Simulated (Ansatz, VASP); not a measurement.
Given: the input of a run of Ansatz 0.2.0 on Co.

input.yaml

```yaml
crystal:
  lattice:
    - [2.4365880777, 0.0, 0.0]
    - [-1.2182940388, 2.1101471738, 0.0]
    - [0.0, 0.0, 3.9803419532]
  atoms:
    - { symbol: Co, position: [0.3333333333, 0.6666666667, 0.740139], spin: 2.0 }
    - { symbol: Co, position: [0.6666666667, 0.3333333333, 0.259861], spin: 2.0 }
hamiltonian:
  xc: pbesol
  pseudopotentials: { kind: paw }
magnetization:
  spin_polarized: true
kpoints:
  mp_grid: { grid: [12, 12, 7] }
scf:
  occupations: { method: fermi_dirac, width: 0.05 }
output:
  forces: true
  stress: true
  eigenvalues: true
```

Potentials or basis: Ansatz PAW.

Launch:

```bash
$ ansatz run input.yaml --threads 1 --pin off --max-ram 3584MiB --backend cpu --events-out ev --progress --plain --runs-dir out
```

Task: Translate it to VASP 6.6.1. Potentials there: VASP PAW PBE potentials, release 64 (Co_sv).

Result: As run (the cutoff follows the program's own potentials):

File INCAR:

```
  ALGO = Normal
  EDIFF = 1E-6
  ENCUT = 600
  GGA = PS
  GGA_COMPAT = F
  ISIF = 2
  ISMEAR = -1
  ISPIN = 2
  LASPH = T
  LCHARG = F
  LMAXMIX = 4
  LORBIT = 11
  LREAL = F
  LWAVE = F
  MAGMOM = 2 2
  NBANDS = 28
  NELM = 200
  PREC = Accurate
  SIGMA = 0.05
```

File KPOINTS:

```
k-points
0
Gamma
  12 12 7
```

Contents of POSCAR:

```
Co
1.0
    2.4365880777      0.0000000000      0.0000000000
   -1.2182940388      2.1101471738      0.0000000000
    0.0000000000      0.0000000000      3.9803419532
Co
2
Direct
    0.3333333333      0.6666666667      0.7401390000
    0.6666666667      0.3333333333      0.2598610000
```

Potentials or basis: VASP PAW PBE potentials, release 64 (Co_sv).

Launch:

```sh
$ cat potpaw_PBE.64/Co_sv/POTCAR > POTCAR
$ mpirun -np 1 vasp_std > vasp.out
```

Both were run:

|  | VASP | Ansatz | Ansatz less VASP |
| --- | --- | --- | --- |
| gap on the k mesh at the Fermi level (eV) | none | none | - |
| pressure (GPa) | 0.2 | 4.3 | +4.17 |
| traceless stress, the component that is largest in VASP (GPa) | -2.09 | -2.13 | -0.034 |
| rms of the force components (eV/Å) | 0.387 | 0.387 | -0.0006 |
| net moment per atom (μB) | 1.55 | 1.56 | +0.001 |
| size of the moment on the site where the two differ most (μB) | 1.61 | 1.62 | +0.009 |

VASP's potentials were made for PBE, not for PBEsol. Site moments also hang on the region over which each program counts them. Atom by atom the forces differ by 0.001 eV/Å (rms over components). A gap of «none» marks a metal or a gap that the smearing closes.
